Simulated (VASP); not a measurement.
A run of VASP 6.6.1:

INCAR

```
SYSTEM = Sn
ALGO     = Normal         ! electronic algorithm
EDIFF    = 1E-7           ! SCF threshold, eV
ENCUT    = 520            ! plane-wave cutoff, eV
GGA      = PE             ! functional
GGA_COMPAT= .False.      
ISIF     = 2              ! what is computed and relaxed
ISMEAR   = -1             ! smearing method
LASPH    = .True.         ! aspherical terms in the spheres
LCHARG   = .False.        ! write CHGCAR
LORBIT   = 11             ! projections on sites
LORBMOM  = .True.       
LREAL    = .False.        ! projectors in reciprocal space
LSORBIT  = .True.         ! spin-orbit coupling
LWAVE    = .False.        ! write WAVECAR
MAGMOM   = 0 0 0          ! initial moments
NBANDS   = 25             ! bands
NELM     = 150            ! most SCF steps
PREC     = Accurate       ! precision mode
SIGMA    = 0.05           ! smearing width, eV
```

The input KPOINTS:

```
k-points
0
Gamma
  8 8 8
  0 0 0
```

The input POSCAR:

```
Sn
1.0
   -1.7265390000      1.7755470000      2.3383420000
    1.7265390000     -1.7755470000      2.3383420000
    1.7265390000      1.7755470000     -2.3383420000
Sn
1
Direct
    0.0000000000      0.0000000000      0.0000000000
```

Potentials or basis: VASP PAW PBE potentials, release 64 (Sn_d).

Command:

```bash
$ cat potpaw_PBE.64/Sn_d/POTCAR > POTCAR
$ mpirun -np 1 vasp_ncl > vasp.out
```

Hardware: 1 thread of Intel Xeon 8259CL (shared host).

Problem. Estimate the wall time of this run.

Solution. Run time: 4.3 min on 1 thread of Intel Xeon 8259CL, with other jobs on the host, peak memory 0.3 GiB. Counts: scf iterations 12, k points 95.
